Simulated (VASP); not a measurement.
Ni: single point with PBEsol

Crystal: Ni.

```
CELL_PARAMETERS angstrom
2.44468 0.00000 0.00000
-1.22234 2.11716 0.00000
0.00000 0.00000 4.02098
ATOMIC_POSITIONS crystal
Ni 0.00000 0.00000 0.00000
Ni 0.33333 0.66667 0.50000
```

This isn't the form of Ni at room conditions, which is fcc.

```
Program             : VASP 6.6.1
Task                : single point
Functional          : PBEsol
Potentials or basis : VASP PAW PBE potentials, release 64 (Ni)
Cutoff              : 520 eV
k mesh              : 18 × 18 × 10
Occupations         : gaussian, width 0.1 eV
Spin                : collinear spin, ferromagnetic start
Starting moments    : [0.81, 0.81] μB
```

```json
{
  "Pressure": "-0.1 GPa",
  "Net moment": "1.21 μB per cell",
  "Site moments": "Ni +0.61 μB",
  "Valence electrons inside the program's atomic spheres": "Ni 9.40"
}
```

Levels at points of the mesh, in eV from the Fermi level:
Spin up:
| k point | band 9 | band 10 | band 11 | band 12 | band 13 | band 14 |
| --- | --- | --- | --- | --- | --- | --- |
| (0.00, 0.00, 0.00) | -1.71 | -0.71 | -0.71 | -0.53 | 5.86 | 23.00 |
| (0.50, 0.00, 0.00) | -0.52 | -0.45 | 1.21 | 3.18 | 9.53 | 10.13 |
| (0.00, 0.00, 0.50) | -1.01 | -1.01 | -1.01 | -1.01 | 14.64 | 14.64 |
| (0.50, 0.00, 0.50) | -0.51 | -0.51 | 1.42 | 1.42 | 7.09 | 7.09 |
Spin down:
| k point | band 6 | band 7 | band 8 | band 9 | band 10 | band 11 | band 12 | band 13 |
| --- | --- | --- | --- | --- | --- | --- | --- | --- |
| (0.00, 0.00, 0.00) | -1.50 | -1.50 | -1.05 | -1.05 | -0.55 | -0.01 | -0.01 | 6.25 |
| (0.50, 0.00, 0.00) | -1.86 | -1.50 | 0.15 | 0.19 | 0.28 | 1.68 | 3.55 | 9.67 |
| (0.00, 0.00, 0.50) | -1.85 | -1.85 | -1.85 | -0.32 | -0.32 | -0.32 | -0.32 | 14.79 |
| (0.50, 0.00, 0.50) | -0.97 | -0.45 | -0.45 | 0.23 | 0.23 | 1.61 | 1.61 | 7.42 |

Run time: 3.4 min on 1 thread of Intel(R) Xeon(R) Platinum 8375C CPU @ 2.90GHz (Ice Lake), with other jobs on the host, peak memory 0.24 GiB.

Caveat: the PAW data sets were made with another functional, which shifts forces and pressure a little.
